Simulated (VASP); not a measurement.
# ScAl3 (P-6m2) in VASP: single point with PBE

Aim: the single point of ScAl3 with PBE.

Everything below comes from runs of VASP 6.6.1. Logs are shortened: lines on timing, memory, paths and dates and some standing lists are left out, and cuts for length are marked.

## 1. The cell of the first run

The structure is hexagonal, space group P-6m2 (No. 187). The conventional cell has a = 3.048 Å, b = 3.048 Å, c = 9.207 Å, α = 90.00°, β = 90.00°, γ = 120.00°. Within 3.9 Å of Sc (site symmetry -6m2) lie 6 Al at 2.97 Å and 6 Sc at 3.05 Å. Al (site symmetry -6m2) has 12 Al at 2.83 to 3.05 Å within 3.7 Å. Al (site symmetry 3m) has 9 Al at 2.83 to 3.05 Å and 3 Sc at 2.97 Å within 3.7 Å.

## 2. Single point, PBE

POSCAR

```
ScAl3
1.0
    3.0484802501      0.0000000000      0.0000000000
   -1.5242401250      2.6400613395      0.0000000000
    0.0000000000      0.0000000000      9.2073774777
Sc Al
1 3
Direct
    0.0000000000      0.0000000000      0.0000000000
    0.0000000000      0.0000000000      0.5000000000
    0.6666666667      0.3333333333      0.2598853390
    0.6666666667      0.3333333333      0.7401146610
```

INCAR.step1

```
SYSTEM = ScAl3
PREC = Accurate
ENCUT = 520
EDIFF = 1E-6
ISMEAR = 0
SIGMA = 0.1
LREAL = .FALSE.
LASPH = .TRUE.
NELM = 60
ALGO = Fast
ISIF = 2
LWAVE = .FALSE.
LCHARG = .TRUE.
LMAXMIX = 4
GGA = PE
NBANDS = 18
```

KPOINTS.step1

```
Automatic mesh
0
G
  18 18 6
  0 0 0
```

INCAR.step2

```
SYSTEM = ScAl3
PREC = Accurate
ENCUT = 520
EDIFF = 1E-6
ISMEAR = -5
SIGMA = 0.1
LREAL = .FALSE.
LASPH = .TRUE.
NELM = 60
ALGO = Fast
ISIF = 2
LWAVE = .FALSE.
LCHARG = .FALSE.
LMAXMIX = 4
GGA = PE
LORBIT = 11
NBANDS = 18
NEDOS = 2001
ICHARG = 11
```

KPOINTS.step2

```
Automatic mesh
0
G
  27 27 9
  0 0 0
```

Potentials or basis: VASP PAW PBE potentials, release 64 (Sc_sv, Al).

On the command line:

```
> cat potpaw_PBE.64/Sc_sv/POTCAR potpaw_PBE.64/Al/POTCAR > POTCAR
> cp INCAR.step1 INCAR
> cp KPOINTS.step1 KPOINTS
> mpirun -np 1 vasp_std > vasp.out
> cp INCAR.step2 INCAR
> cp KPOINTS.step2 KPOINTS
> mpirun -np 1 vasp_std > vasp.out
```

OUTCAR:

```text
SYSTEM = ScAl3
   PREC = Accurate
   ENCUT = 520
   EDIFF = 1E-6
   ISMEAR = -5
   LREAL = .FALSE.
   LASPH = .TRUE.
   NELM = 60
   ISIF = 2
   GGA = PE
   LORBIT = 11
   ICHARG = 11

 ion  position               nearest neighbor table
   1  0.000  0.000  0.000-   3 2.97   4 2.97   3 2.97   4 2.97   3 2.97   4 2.97
   2  0.000  0.000  0.500-   3 2.83   4 2.83   3 2.83   4 2.83   3 2.83   4 2.83
   3  0.667  0.333  0.260-   2 2.83   2 2.83   2 2.83   1 2.97   1 2.97   1 2.97
   4  0.667  0.333  0.740-   2 2.83   2 2.83   2 2.83   1 2.97   1 2.97   1 2.97

  LATTYP: Found a hexagonal cell.
 ALAT       =     3.0484802501
 C/A-ratio  =     3.0203172474

  Lattice vectors:

 A1 = (   3.0484802501,   0.0000000000,   0.0000000000)
 A2 = (  -1.5242401250,   2.6400613395,   0.0000000000)
 A3 = (   0.0000000000,   0.0000000000,   9.2073774777)

Analysis of symmetry for initial positions (statically):
=====================================================================
 Subroutine PRICEL returns:
 Original cell was already a primitive cell.

 Routine SETGRP: Setting up the symmetry group for a
 hexagonal supercell.

 Subroutine GETGRP returns: Found 12 space group operations
 (whereof 12 operations were pure point group operations)
 out of a pool of 24 trial point group operations.

The static configuration has the point symmetry D_3h.

Analysis of symmetry for dynamics (positions and initial velocities):
=====================================================================
 Subroutine PRICEL returns:
 Original cell was already a primitive cell.

 Routine SETGRP: Setting up the symmetry group for a
 hexagonal supercell.

 Subroutine GETGRP returns: Found 12 space group operations
 (whereof 12 operations were pure point group operations)
 out of a pool of 24 trial point group operations.

The dynamic configuration has the point symmetry D_3h.

 Subroutine INISYM returns: Found 12 space group operations
 (whereof 12 operations are pure point group operations),
 and found     1 'primitive' translations

----------------------------------------------------------------------------------------

                                     Primitive cell

  volume of cell :      74.1026

  direct lattice vectors                    reciprocal lattice vectors
     3.048480250  0.000000000  0.000000000     0.328032304  0.189389539  0.000000000
    -1.524240125  2.640061339  0.000000000     0.000000000  0.378779078  0.000000000
     0.000000000  0.000000000  9.207377478     0.000000000  0.000000000  0.108608559

  length of vectors
     3.048480250  3.048480250  9.207377478     0.378779078  0.378779078  0.108608559

  position of ions in fractional coordinates (direct lattice)
     0.000000000  0.000000000  0.000000000
     0.000000000  0.000000000  0.500000000
     0.666666667  0.333333333  0.259885339
     0.666666667  0.333333333  0.740114661

  ion indices of the primitive-cell ions
   primitive index   ion index
                 1           1
                 2           2
                 3           3
                 4           4

----------------------------------------------------------------------------------------

 KPOINTS: Automatic mesh

Automatic generation of k-mesh.
 Grid dimensions read from file:
 generate k-points for:   27   27    9

 Generating k-lattice:

  Cartesian coordinates                     Fractional coordinates (reciprocal lattice)
     0.012149345  0.007014427  0.000000000     0.037037037  0.000000000  0.000000000
     0.000000000  0.014028855  0.000000000     0.000000000  0.037037037  0.000000000
     0.000000000  0.000000000  0.012067618     0.000000000  0.000000000  0.111111111

  Length of vectors
     0.014028855  0.014028855  0.012067618

  Shift w.r.t. Gamma in fractional coordinates (k-lattice)
     0.000000000  0.000000000  0.000000000

 TETIRR: Found   6288 inequivalent tetrahedra from    39366

 Subroutine IBZKPT returns following result:
 ===========================================

 Found    375 irreducible k-points:

 Following reciprocal coordinates:
            Coordinates               Weight
  0.000000  0.000000  0.000000      1.000000
  0.037037  0.000000  0.000000      6.000000
  0.074074  0.000000  0.000000      6.000000
  0.111111  0.000000  0.000000      6.000000
  0.148148  0.000000  0.000000      6.000000
  0.185185  0.000000  0.000000      6.000000
[... 16 lines left out ...]
  0.333333  0.037037  0.000000     12.000000
  0.370370  0.037037  0.000000     12.000000
 [... further k-points ...]
   k-points           NKPTS =    375   k-points in BZ     NKDIM =    375   number of bands    NBANDS=     18
   number of dos      NEDOS =   2001   number of ions     NIONS =      4
   total plane-waves  NPLWV =  40320
   dimension x,y,z NGX =    24 NGY =   24 NGZ =   70
   dimension x,y,z NGXF=    48 NGYF=   48 NGZF=  140
   ions per type =               1   3
   NGX,Y,Z   is equivalent  to a cutoff of  13.09, 13.09, 12.64 a.u.
   NGXF,Y,Z  is equivalent  to a cutoff of  26.18, 26.18, 25.28 a.u.
 SYSTEM =  ScAl3
   PREC   = accura    normal or accurate (medium, high low for compatibility)
   ISTART =      0    job   : 0-new  1-cont  2-samecut
   ICHARG =     11    charge: 1-file 2-atom 10-const
   ISPIN  =      1    spin polarized calculation?
   LNONCOLLINEAR =      F non collinear calculations
   LSORBIT =      F    spin-orbit coupling
   LASPH  =      T    aspherical Exc in radial PAW
   ENCUT  =  520.0 eV  38.22 Ry    6.18 a.u.   5.67  5.67 17.12*2*pi/ulx,y,z
   NELM   =     60;   NELMIN=  2; NELMDL=  0     # of ELM steps
   EDIFF  = 0.1E-05   stopping-criterion for ELM
   LREAL  =      F    real-space projection
[... 7 lines left out ...]
   TEBEG  =    0.0;   TEEND  =   0.0 temperature during run
   PSTRESS=    0.0 pullay stress
   NELECT =      20.0000    total number of electrons
   NUPDOWN=      -1.0000    fix difference up-down
   EMIN   =  10.00;   EMAX   =-10.00  energy-range for DOS
   EFERMI =   0.00;   METHOD = LEGACY
   ISMEAR =    -5;   SIGMA  =   0.10  broadening in eV -4-tet -1-fermi 0-gaus
   EFERMI_NEDOS =   21; number of points for ismear=-14 and -15
   IALGO  =     68    algorithm
   IMIX   =      4    mixing-type and parameters
     AMIX     =   0.40;   BMIX     =  1.00
     AMIX_MAG =   1.60;   BMIX_MAG =  1.00
  volume/ion in A,a.u.               =      18.53       125.02
  Fermi-wavevector in a.u.,A,eV,Ry     =   1.057971  1.999275 15.229033  1.119302
  Thomas-Fermi vector in A             =   2.193263
   LORBIT       =     11    0 simple, 1 ext, 2 COOP (PROOUT), +10 PAW based schemes
   GGA     = PE    functional components
   LHFCALC =     F    Hartree Fock is set to
   AEXX    =    0.0000 exact exchange contribution
   IVDW    =     0    specifies the selected vdW correction
   LEPSILON=     F    determine dielectric tensor
   LRPA    =     F    only Hartree local field effects (RPA)
 non-spin polarized calculation
 RMM-DIIS sequential band-by-band and
 Fermi weights with tetrahedron method with Bloechl corrections
  energy-cutoff  :      520.00
  volume of cell :       74.10
 maximum number of plane-waves:      2016
 NGX is ok and might be reduce to    24

 number of electron      19.9999996 magnetization

 Free energy of the ion-electron system (eV)
  ---------------------------------------------------
  ext. energy  EPLUGINS =         0.00000000
  ---------------------------------------------------
  free energy    TOTEN  =       -17.78733555 eV

  energy without entropy =      -17.78733555  energy(sigma->0) =      -17.78733555

 E-fermi :   6.5241     XC(G=0): -10.1057

 val. band max:        6.5571204294   @ k =   0.1852   0.1852   0.3333
 cond. band min:       6.5008129914   @ k =   0.4074   0.1852   0.3333
 fundamental gap:     -0.0563074380
 Fermi energy:         6.5240908485

 k-point     1 :       0.0000    0.0000    0.0000
  band No.  band energies     occupation
      1     -42.5586      2.00000
      2     -21.2851      2.00000
      3     -20.8933      2.00000
      4     -20.8933      2.00000
      5      -3.6098      2.00000
      6      -1.7921      2.00000
[... 10 lines left out ...]
     17      15.1674      0.00000
     18      15.2131      0.00000

 k-point     2 :       0.0370    0.0000    0.0000
  band No.  band energies     occupation
      1     -42.5574      2.00000
      2     -21.2837      2.00000
      3     -20.9015      2.00000
      4     -20.8951      2.00000
      5      -3.5807      2.00000
      6      -1.7645      2.00000
[... 10 lines left out ...]
     17      14.8420      0.00000
     18      15.1595      0.00000

 k-point     3 :       0.0741    0.0000    0.0000
  band No.  band energies     occupation
      1     -42.5537      2.00000
      2     -21.2797      2.00000
      3     -20.9258      2.00000
      4     -20.9005      2.00000
      5      -3.4932      2.00000
      6      -1.6820      2.00000
[... 10 lines left out ...]
     17      14.3051      0.00000
     18      15.1116      0.00000

 k-point     4 :       0.1111    0.0000    0.0000
  band No.  band energies     occupation
      1     -42.5479      2.00000
      2     -21.2732      2.00000
      3     -20.9645      2.00000
      4     -20.9091      2.00000
      5      -3.3476      2.00000
      6      -1.5446      2.00000
[... 375 lines left out ...]
      4     -20.9911      2.00000
      5      -1.5030      2.00000
      6       0.1938      2.00000
[... 10 lines left out ...]
     17      11.0963      0.00000
     18      11.5740      0.00000

 k-point    23 :       0.3333    0.0370    0.0000
  band No.  band energies     occupation
      1     -42.4845      2.00000
      2     -21.3650      2.00000
      3     -21.2031      2.00000
      4     -21.0049      2.00000
      5      -0.9906      2.00000
      6       0.6745      2.00000
[... 10 lines left out ...]
     17      10.9088      0.00000
     18      11.1902      0.00000

 k-point    24 :       0.3704    0.0370    0.0000
  band No.  band energies     occupation
      1     -42.4766      2.00000
      2     -21.4125      2.00000
      3     -21.1945      2.00000
      4     -21.0164      2.00000
      5      -0.4251      2.00000
      6       1.2031      2.00000
[... 10 lines left out ...]
     17      10.9024      0.00000
     18      11.0272      0.00000

 [... further k-points ...]
[... 5 lines left out ...]
  --------------------------------------------------------------------------------------
  -------------------------------------------------------------------------------------
  Total        0.0062291      0.0062291     -0.0280281      0.0000000      0.0000000      0.0000000
  in kB        0.1346788      0.1346788     -0.6059986      0.0000000      0.0000000      0.0000000
  external PRESSURE =      -0.1122137 kB  Pullay stress =       0.0000000 kB

 VOLUME and BASIS-vectors are now :
 -----------------------------------------------------------------------------
  energy-cutoff  :      520.00
  volume of cell :       74.10
      direct lattice vectors                 reciprocal lattice vectors
     3.048480250  0.000000000  0.000000000     0.328032304  0.189389539  0.000000000
    -1.524240125  2.640061339  0.000000000     0.000000000  0.378779078  0.000000000
     0.000000000  0.000000000  9.207377478     0.000000000  0.000000000  0.108608559

 POSITION                                       TOTAL-FORCE (eV/Angst)
 -----------------------------------------------------------------------------------
      0.00000      0.00000      0.00000         0.000000     -0.000000      0.000000
      0.00000      0.00000      4.60369         0.000000      0.000000      0.000000
      1.52424      0.88002      2.39286        -0.000000      0.000000      0.012714
      1.52424      0.88002      6.81452        -0.000000      0.000000     -0.012714
 -----------------------------------------------------------------------------------
    total drift:                                0.000006     -0.000003     -0.000000

  FREE ENERGIE OF THE ION-ELECTRON SYSTEM (eV)
  ---------------------------------------------------
  free  energy   TOTEN  =       -17.7873355457 eV

  energy  without entropy=      -17.7873355457  energy(sigma->0) =      -17.78733555

 total charge

# of ion       s       p       d       tot
------------------------------------------
    1        2.264   6.132   1.159   9.555
    2        0.427   0.328   0.000   0.756
    3        0.446   0.322   0.000   0.768
    4        0.446   0.322   0.000   0.768
--------------------------------------------------
tot          3.585   7.104   1.159  11.848
```

It took 12 min on 1 thread of Intel Xeon 8259CL, shared host; peak memory 0.55 GiB.

What came out:

| Item | Value |
| --- | --- |
| Valence electrons inside the program's atomic spheres | Sc 9.55; Al 0.76, 0.77 (each value once) |

Levels at points of the mesh, in eV from the Fermi level:
```csv
k point,band 8,band 9,band 10,band 11,band 12,band 13
"(0.00, 0.00, 0.00)",-2.64,-2.12,1.72,1.94,1.94,3.45
```
